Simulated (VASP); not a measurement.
# Cd36S36O (a cell with a defect): single point with PBE

System: Cd36S36O (a cell with a defect).

```xyz
73
Lattice="12.4917 0.0000 0.0000 -6.2458 10.8181 0.0000 0.0000 0.0000 13.5350" Properties=species:S:1:pos:R:3 pbc="T T T"
Cd    2.0523    1.2209    3.4839
Cd   -0.0194    2.4227   -0.0510
Cd    2.1608    1.1618   10.0998
Cd   -0.0335    2.4275    6.8011
Cd    0.0444    4.8266    3.3197
Cd   -2.0905    5.9910   -0.0453
Cd   -0.0023    4.7997   10.1937
Cd   -2.0903    5.9896    6.7965
Cd   -2.0742    8.3720    3.4806
Cd   -3.9777    9.7275    0.1595
Cd   -2.0739    8.4833   10.0949
Cd   -4.2107    9.6038    6.8486
Cd    6.2896    1.2205    3.4817
Cd    4.1615    2.1828    0.1651
Cd    6.1913    1.1680   10.0960
Cd    4.1543    2.4580    6.8479
Cd    4.1711    4.8539    3.3059
Cd    2.3241    6.1658   -0.2497
Cd    4.1672    5.1512   10.3814
Cd    2.0736    6.0232    6.7330
Cd    2.1201    8.3935    3.3079
Cd   -0.2056    9.7365    0.1471
Cd    2.3975    8.2356   10.3793
Cd    0.0224    9.6067    6.8509
Cd   10.4187    1.1629    3.3215
Cd    8.3396    2.4278   -0.0448
Cd   10.4196    1.2131   10.1937
Cd    8.3442    2.4272    6.7971
Cd    8.2978    4.8292    3.3253
Cd    5.9775    6.1662   -0.2536
Cd    8.3482    4.7998   10.1903
Cd    6.2311    6.0219    6.7391
Cd    6.2138    8.3885    3.3090
Cd    4.1529    9.3530   -0.2342
Cd    5.9529    8.2417   10.3778
Cd    4.1510    9.6219    6.7334
S     2.0725    1.2113    6.0226
S     0.0083    2.4029    2.5306
S     2.0739    1.2077   12.6890
S     0.0151    2.3988    9.3469
S    -0.0123    4.8094    5.8869
S    -2.0790    6.0138    2.5351
S     0.0662    4.8556   12.7364
S    -2.0758    6.0172    9.3429
S    -2.0886    8.4158    6.0194
S    -4.1300    9.6351    2.6815
S    -2.0894    8.4026   12.6841
S    -4.2682    9.5506    9.3802
S     6.2441    1.2123    6.0204
S     4.1669    2.3680    2.6853
S     6.2547    1.2176   12.6846
S     4.1715    2.5364    9.3799
S     4.1570    4.8189    5.8757
S     2.0954    6.0207    2.4314
S     4.1498    4.4967   12.8568
S     2.0114    5.9713    9.2421
S     2.0734    8.4227    5.8753
S    -0.0321    9.6375    2.6722
S     1.8115    8.5808   12.8466
S     0.1085    9.5585    9.3803
S    10.4055    1.2172    5.8887
S     8.3284    2.4049    2.5357
S    10.4058    1.1339   12.7369
S     8.3282    2.3996    9.3434
S     8.3278    4.8115    5.8919
S     6.2396    6.0172    2.4314
S     8.2541    4.8548   12.7325
S     6.3215    5.9692    9.2481
S     6.2368    8.4205    5.8781
S     4.1647    9.6055    2.4376
S     6.5004    8.5849   12.8516
S     4.1676    9.7001    9.2441
O     4.1666    7.2002   -1.9682
```

```
Program                : VASP 6.6.1
Task                   : single point
Functional             : PBE
Potentials or basis    : VASP PAW PBE potentials, release 64 (Cd, S, O)
Cutoff                 : 520 eV
k mesh                 : 1 × 1 × 1, shifted
Occupations            : fermi-dirac, width 0.01 eV
Spin                   : no spin polarisation
Dipole correction      : no
Charge                 : -2
Further INCAR settings : LREAL = Auto; ALGO = Normal; EDIFF = 1e-06; NBANDS = 369; ISYM = -1; NELECT = 656.0
```

```yaml
Largest_force: 0.337 eV/Å
```

Forces on the atoms (eV/Å):
```
Cd  -0.002  0.002  0.025
Cd   0.008 -0.002  0.005
Cd   0.017 -0.013 -0.021
Cd   0.002 -0.001  0.001
Cd  -0.008 -0.004  0.002
Cd  -0.001  0.013  0.002
Cd  -0.014 -0.007 -0.017
Cd   0.000  0.003  0.002
Cd   0.000 -0.002  0.023
Cd  -0.012 -0.002  0.007
Cd  -0.003  0.024 -0.016
Cd  -0.006 -0.004  0.050
Cd   0.002  0.001  0.023
Cd  -0.002  0.014  0.006
Cd  -0.022 -0.010 -0.017
Cd   0.000  0.007  0.048
Cd   0.000 -0.008  0.008
Cd  -0.056 -0.041  0.023
Cd  -0.002  0.088  0.005
Cd  -0.006 -0.002 -0.030
Cd  -0.005  0.004  0.007
Cd   0.022 -0.011  0.007
Cd   0.082 -0.047  0.007
Cd   0.005 -0.003  0.046
Cd  -0.001  0.007  0.004
Cd  -0.011 -0.004  0.003
Cd  -0.001  0.017 -0.018
Cd  -0.003 -0.001  0.002
Cd   0.008 -0.005  0.002
Cd   0.065 -0.042  0.030
Cd   0.013 -0.007 -0.018
Cd   0.004 -0.002 -0.030
Cd   0.006  0.005  0.008
Cd   0.005  0.074  0.028
Cd  -0.091 -0.051  0.018
Cd   0.000  0.004 -0.029
S    0.009 -0.005  0.024
S    0.007 -0.004 -0.002
S    0.005 -0.004 -0.008
S    0.012 -0.005  0.005
S   -0.010 -0.004 -0.017
S    0.000  0.007 -0.003
S   -0.008 -0.002  0.000
S    0.000  0.012  0.004
S    0.000  0.010  0.022
S    0.002  0.000  0.013
S    0.002  0.007 -0.009
S   -0.066 -0.037  0.056
S   -0.010 -0.006  0.023
S    0.001 -0.002  0.015
S   -0.006 -0.007 -0.008
S   -0.002  0.068  0.055
S   -0.001 -0.007 -0.009
S    0.000 -0.003 -0.013
S    0.001  0.027  0.050
S   -0.045 -0.028 -0.053
S   -0.007  0.004 -0.009
S    0.000  0.000  0.010
S    0.045 -0.019  0.048
S    0.055 -0.033  0.054
S   -0.001  0.011 -0.016
S   -0.006 -0.003 -0.003
S   -0.001  0.018 -0.001
S   -0.010 -0.005  0.005
S    0.007 -0.005 -0.015
S    0.005 -0.003 -0.017
S    0.001  0.001 -0.002
S    0.044 -0.028 -0.048
S    0.007  0.003 -0.009
S    0.002  0.004 -0.003
S   -0.036 -0.018  0.051
S    0.000  0.054 -0.052
O    0.007  0.012 -0.337
```

Levels at points of the mesh, in eV from the Fermi level:
```tsv
k point	band 324	band 325	band 326	band 327	band 328	band 329	band 330	band 331	band 332	band 333
(0.25, 0.25, 0.25)	-1.08	-1.01	-0.43	-0.37	-0.28	1.43	1.97	2.02	2.23	2.49
```

It took 5.8 min on 4 MPI ranks on Intel(R) Xeon(R) 6975P-C (Granite Rapids) (shared host), peak memory 0.76 GiB a rank.

Caveat: the cell carries a net charge on a neutralising background, which shifts energy and pressure; the cell is charged against a uniform background, so pressure and absolute levels hang on convention.
